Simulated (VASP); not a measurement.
# Al (C2/m) in VASP: single point with PBE

Aim: the single point of Al with PBE.

Program: VASP 6.6.1. These are calculated values, not measurements. Logs are shortened: lines on timing, memory, paths and dates and some standing lists are left out, and cuts for length are marked.

## Step 1: The cell of the first run

It takes space group C2/m (No. 12, monoclinic). Conventional cell: a = 4.575 Å, b = 3.235 Å, c = 9.195 Å, α = 90.00°, β = 95.71°, γ = 90.00°. Within 3.5 Å of Al (site symmetry m) lie 13 Al at 2.67 to 3.23 Å. Al (site symmetry m) has 14 Al at 2.80 to 3.23 Å within 3.7 Å.

## Step 2: Single point, PBE (the part above a cut slid along it)

File INCAR:

```
PREC     = Accurate       # precision mode
ENCUT    = 520            # plane-wave cutoff, eV
EDIFF    = 1E-6           # SCF threshold, eV
ISMEAR   = 0              # smearing method
SIGMA    = 0.15           # smearing width, eV
LREAL    = F              # projectors in reciprocal space
LASPH    = T              # aspherical terms in the spheres
NELM     = 60             # most SCF steps
ALGO     = Fast           # electronic algorithm
ISIF     = 2              # what is computed and relaxed
LWAVE    = F              # write WAVECAR
LCHARG   = F              # write CHGCAR
GGA      = PE             # functional
ISYM     = 0            
NBANDS   = 14             # bands
```

File KPOINTS:

```
Automatic mesh
0
Gamma
  16 16 5
```

File POSCAR:

```
Al
1.0
   -1.6174623135      1.6174623135     -1.6174623135
   -1.6174623135     -1.6174623135      1.6174623135
   -1.6174623135      5.4993718661      7.4403266423
Al
4
Direct
   -0.1750000000     -0.7000000000      0.8750000000
    0.4750000000      0.4000000000      0.1250000000
   -0.0750000000     -0.3000000000      0.3750000000
    0.3750000000      0.0000000000      0.6250000000
```

Potentials or basis: VASP PAW PBE potentials, release 64 (Al).

On the command line:

```bash
$ cat potpaw_PBE.64/Al/POTCAR > POTCAR
$ mpirun -np 1 vasp_std > vasp.out
```

OUTCAR:

```text
PREC = Accurate
   ENCUT = 520
   EDIFF = 1E-6
   ISMEAR = 0
   LREAL = F
   LASPH = T
   NELM = 60
   ISIF = 2
   GGA = PE
   ISYM = 0

 ion  position               nearest neighbor table
   1  0.825  0.300  0.875-   2 2.67   4 2.80   4 2.80   2 2.95   2 2.95   4 3.23   4 3.23
   2  0.475  0.400  0.125-   1 2.67   3 2.80   3 2.80   1 2.95   1 2.95   3 3.23   3 3.23
   3  0.925  0.700  0.375-   2 2.80   2 2.80   4 2.80   4 2.80   2 3.23   4 3.23   4 3.23   2 3.23

   4  0.375  0.000  0.625-   3 2.80   1 2.80   3 2.80   1 2.80   1 3.23   3 3.23   3 3.23   1 3.23

IMPORTANT INFORMATION: All symmetrisations will be switched off!
NOSYMM: (Re-)initialisation of all symmetry stuff for point group C_1.

----------------------------------------------------------------------------------------

                                     Primitive cell

  volume of cell :      67.7053

  direct lattice vectors                    reciprocal lattice vectors
    -1.617462313  1.617462313 -1.617462313    -0.309126213  0.139106796 -0.170019417
    -1.617462313 -1.617462313  1.617462313    -0.309126213 -0.216388349  0.092737864
    -1.617462313  5.499371866  7.440326642     0.000000000  0.077281553  0.077281553

  length of vectors
     2.801526906  2.801526906  9.392429707     0.379231221  0.388565625  0.109292621

  position of ions in fractional coordinates (direct lattice)
     0.825000000  0.300000000  0.875000000
     0.475000000  0.400000000  0.125000000
     0.925000000  0.700000000  0.375000000
     0.375000000  1.000000000  0.625000000

  ion indices of the primitive-cell ions
   primitive index   ion index
                 1           1
                 2           2
                 3           3
                 4           4

----------------------------------------------------------------------------------------

 KPOINTS: Automatic mesh

Automatic generation of k-mesh.
 Grid dimensions read from file:
 generate k-points for:   16   16    5

 Generating k-lattice:

  Cartesian coordinates                     Fractional coordinates (reciprocal lattice)
    -0.019320388  0.008694175 -0.010626214     0.062500000 -0.000000000  0.000000000
    -0.019320388 -0.013524272  0.005796116    -0.000000000  0.062500000 -0.000000000
     0.000000000  0.015456311  0.015456311     0.000000000  0.000000000  0.200000000

  Length of vectors
     0.023701951  0.024285352  0.021858524

  Shift w.r.t. Gamma in fractional coordinates (k-lattice)
     0.000000000  0.000000000  0.000000000

 -----------------------------------------------------------------------------
|                                                                             |
|           W    W    AA    RRRRR   N    N  II  N    N   GGGG   !!!           |
|           W    W   A  A   R    R  NN   N  II  NN   N  G    G  !!!           |
|           W    W  A    A  R    R  N N  N  II  N N  N  G       !!!           |
|           W WW W  AAAAAA  RRRRR   N  N N  II  N  N N  G  GGG   !            |
|           WW  WW  A    A  R   R   N   NN  II  N   NN  G    G                |
|           W    W  A    A  R    R  N    N  II  N    N   GGGG   !!!           |
|                                                                             |
|     Your reciprocal lattice and k-lattice belong to different lattice       |
|     classes:                                                                |
|                                                                             |
|        The reciprocal lattice is base-centered monoclinic,                  |
|        whereas your k-lattice is triclinic.                                 |
|                                                                             |
|     Results are often still useful ...                                      |
|                                                                             |
 -----------------------------------------------------------------------------

 WARNING: IBZKPT: internal override: KBLOWUP is changed to .FALSE.
      ... skipping the blow-up phase ...

 Subroutine IBZKPT returns following result:
 ===========================================

 Found    642 irreducible k-points:

 Following reciprocal coordinates:
            Coordinates               Weight
  0.000000  0.000000  0.000000      1.000000
  0.062500  0.000000  0.000000      2.000000
  0.125000  0.000000  0.000000      2.000000
  0.187500  0.000000  0.000000      2.000000
  0.250000  0.000000  0.000000      2.000000
  0.312500  0.000000  0.000000      2.000000
[... 16 lines left out ...]
 -0.187500  0.062500 -0.000000      2.000000
 -0.125000  0.062500  0.000000      2.000000
 [... further k-points ...]
   k-points           NKPTS =    642   k-points in BZ     NKDIM =    642   number of bands    NBANDS=     14
   number of dos      NEDOS =    301   number of ions     NIONS =      4
   total plane-waves  NPLWV =  40320
   dimension x,y,z NGX =    24 NGY =   24 NGZ =   70
   dimension x,y,z NGXF=    48 NGYF=   48 NGZF=  140
   ions per type =               4
   NGX,Y,Z   is equivalent  to a cutoff of  14.24, 14.24, 12.39 a.u.
   NGXF,Y,Z  is equivalent  to a cutoff of  28.48, 28.48, 24.78 a.u.
 SYSTEM =  unknown system
   PREC   = accura    normal or accurate (medium, high low for compatibility)
   ISTART =      0    job   : 0-new  1-cont  2-samecut
   ICHARG =      2    charge: 1-file 2-atom 10-const
   ISPIN  =      1    spin polarized calculation?
   LNONCOLLINEAR =      F non collinear calculations
   LSORBIT =      F    spin-orbit coupling
   LASPH  =      T    aspherical Exc in radial PAW
   ENCUT  =  520.0 eV  38.22 Ry    6.18 a.u.   5.21  5.21 17.46*2*pi/ulx,y,z
   NELM   =     60;   NELMIN=  2; NELMDL= -5     # of ELM steps
   EDIFF  = 0.1E-05   stopping-criterion for ELM
   LREAL  =      F    real-space projection
   EDIFFG = 0.1E-04   stopping-criterion for IOM
   NSW    =      0    number of steps for IOM
   IBRION =     -1    ionic relax: 0-MD 1-quasi-New 2-CG
   NFREE  =      0    steps in history (QN), initial steepest desc. (CG)
   ISIF   =      2    stress and relaxation
   ISYM   =      0    0-nonsym 1-usesym 2-fastsym
   POTIM  = 0.5000    time-step for ionic-motion
   TEBEG  =    0.0;   TEEND  =   0.0 temperature during run
   PSTRESS=    0.0 pullay stress
   NELECT =      12.0000    total number of electrons
   NUPDOWN=      -1.0000    fix difference up-down
   EMIN   =  10.00;   EMAX   =-10.00  energy-range for DOS
   EFERMI =   0.00;   METHOD = LEGACY
   ISMEAR =     0;   SIGMA  =   0.15  broadening in eV -4-tet -1-fermi 0-gaus
   EFERMI_NEDOS =   21; number of points for ismear=-14 and -15
   IALGO  =     68    algorithm
   IMIX   =      4    mixing-type and parameters
     AMIX     =   0.40;   BMIX     =  1.00
     AMIX_MAG =   1.60;   BMIX_MAG =  1.00
  volume/ion in A,a.u.               =      16.93       114.22
  Fermi-wavevector in a.u.,A,eV,Ry     =   0.919590  1.737774 11.505718  0.845646
  Thomas-Fermi vector in A             =   2.044801
   LORBIT       =      0    0 simple, 1 ext, 2 COOP (PROOUT), +10 PAW based schemes
   GGA     = PE    functional components
   LHFCALC =     F    Hartree Fock is set to
   AEXX    =    0.0000 exact exchange contribution
   IVDW    =     0    specifies the selected vdW correction
   LEPSILON=     F    determine dielectric tensor
   LRPA    =     F    only Hartree local field effects (RPA)
 non-spin polarized calculation
 RMM-DIIS sequential band-by-band and
 Gauss-broadening in eV      SIGMA  =   0.15
  energy-cutoff  :      520.00
  volume of cell :       67.71
 maximum number of plane-waves:      1840
 NGX is ok and might be reduce to    24
   NGX = 11   NGY = 11   NGZ = 35

 number of electron      12.0000000 magnetization

 Free energy of the ion-electron system (eV)
  ---------------------------------------------------
  ext. energy  EPLUGINS =         0.00000000
  ---------------------------------------------------
  free energy    TOTEN  =       -14.63344026 eV

  energy without entropy =      -14.61365170  energy(sigma->0) =      -14.62354598

 E-fermi :   7.7124     XC(G=0): -10.1042

 val. band max:        7.7113683112   @ k =  -0.3125   0.1875   0.4000
 cond. band min:       7.7136705016   @ k =   0.1250  -0.3125   0.4000
 fundamental gap:      0.0023021904
 Fermi energy:         7.7124323335

 k-point     1 :       0.0000    0.0000    0.0000
  band No.  band energies     occupation
      1      -3.2249      2.00000
      2      -1.4666      2.00000
      3      -1.4662      2.00000
      4       3.4925      2.00000
      5       3.9037      2.00000
      6      11.9078      0.00000
      7      11.9651      0.00000
      8      15.8146      0.00000
      9      15.9645      0.00000
     10      16.7285      0.00000
     11      16.8425      0.00000
     12      17.5712      0.00000
     13      17.8930      0.00000
     14      18.1997      0.00000

 k-point     2 :       0.0625    0.0000    0.0000
  band No.  band energies     occupation
      1      -3.1418      2.00000
      2      -1.4279      2.00000
      3      -1.3406      2.00000
      4       3.5531      2.00000
      5       4.0015      2.00000
      6      11.8825      0.00000
      7      12.1214      0.00000
      8      14.3404      0.00000
      9      15.3002      0.00000
     10      15.9041      0.00000
     11      16.4563      0.00000
     12      16.7816      0.00000
     13      17.9764      0.00000
     14      18.2743      0.00000
[... 343 lines left out ...]
      1      -2.5630      2.00000
      2      -0.8562      2.00000
      3      -0.7688      2.00000
      4       4.0896      2.00000
      5       4.5656      2.00000
      6      10.9845      0.00000
      7      11.7502      0.00000
      8      12.5010      0.00000
      9      12.6808      0.00000
     10      13.3209      0.00000
     11      15.9220      0.00000
     12      17.1047      0.00000
     13      17.5800      0.00000
     14      17.8445      0.00000

 k-point    24 :      -0.1250    0.0625    0.0000
  band No.  band energies     occupation
      1      -2.9202      2.00000
      2      -1.2527      2.00000
      3      -1.0780      2.00000
      4       3.7150      2.00000
      5       4.2614      2.00000
      6      11.9096      0.00000
      7      12.4071      0.00000
      8      13.0077      0.00000
      9      13.8633      0.00000
     10      15.2424      0.00000
     11      16.8025      0.00000
     12      17.5234      0.00000
     13      17.7330      0.00000
     14      17.8757      0.00000

 [... further k-points ...]

------------------------ aborting loop because EDIFF is reached ----------------------------------------

  FORCE on cell =-STRESS in cart. coord.  units (eV):
  Direction    XX          YY          ZZ          XY          YZ          ZX
  --------------------------------------------------------------------------------------
  -------------------------------------------------------------------------------------
  Total       -0.3143635      0.1066748      0.5946377      0.0910024     -0.2324960      0.0500605
  in kB       -7.4390972      2.5243527     14.0715046      2.1534811     -5.5017836      1.1846311
  external PRESSURE =       3.0522534 kB  Pullay stress =       0.0000000 kB

 VOLUME and BASIS-vectors are now :
 -----------------------------------------------------------------------------
  energy-cutoff  :      520.00
  volume of cell :       67.71
      direct lattice vectors                 reciprocal lattice vectors
    -1.617462313  1.617462313 -1.617462313    -0.309126213  0.139106796 -0.170019417
    -1.617462313 -1.617462313  1.617462313    -0.309126213 -0.216388349  0.092737864
    -1.617462313  5.499371866  7.440326642     0.000000000  0.077281553  0.077281553

 POSITION                                       TOTAL-FORCE (eV/Angst)
 -----------------------------------------------------------------------------------
     -3.23492      5.66112      5.66112         0.000696      0.015632     -0.227626
     -1.61746      0.80873      0.80873        -0.000695     -0.015632      0.227626
     -3.23492      2.42619      2.42619        -0.002068      0.003642     -0.034539
     -1.61746      4.04366      4.04366         0.002068     -0.003641      0.034539
 -----------------------------------------------------------------------------------
    total drift:                                0.000000     -0.000000     -0.000001

  FREE ENERGIE OF THE ION-ELECTRON SYSTEM (eV)
  ---------------------------------------------------
  free  energy   TOTEN  =       -14.6334402564 eV

  energy  without entropy=      -14.6136516951  energy(sigma->0) =      -14.62354598
```

Wall time 7.3 min (1 thread of Intel Xeon 8259CL, shared host); peak memory 0.53 GiB.

Results:

```yaml
Free_energy: -14.6334 eV
Pressure: 0.3 GPa
Largest_force: 0.228 eV/Å
Band_gap_on_the_k_mesh: zero (bands 6 and 7 overlap by 6.28 eV)
```

Forces in eV/Å, atoms in the order of the input:
```
Al   0.001  0.016 -0.228
Al  -0.001 -0.016  0.228
Al  -0.002  0.004 -0.035
Al   0.002 -0.004  0.035
```

Levels at points of the mesh, in eV from the Fermi level:
```csv
k point,band 4,band 5,band 6,band 7,band 8,band 9
"(0.00, 0.00, 0.00)",-4.22,-3.81,4.20,4.25,8.10,8.25
"(0.50, 0.00, 0.00)",-4.28,-3.93,-3.35,0.16,0.44,1.66
"(0.00, 0.50, 0.00)",-5.04,-2.55,-2.26,-1.51,-1.21,3.75
"(0.50, 0.50, 0.00)",-3.05,-1.39,-1.05,0.32,1.28,2.22
```

Caveat: the cell differs from its parent crystal (the part above a cut slid along it).
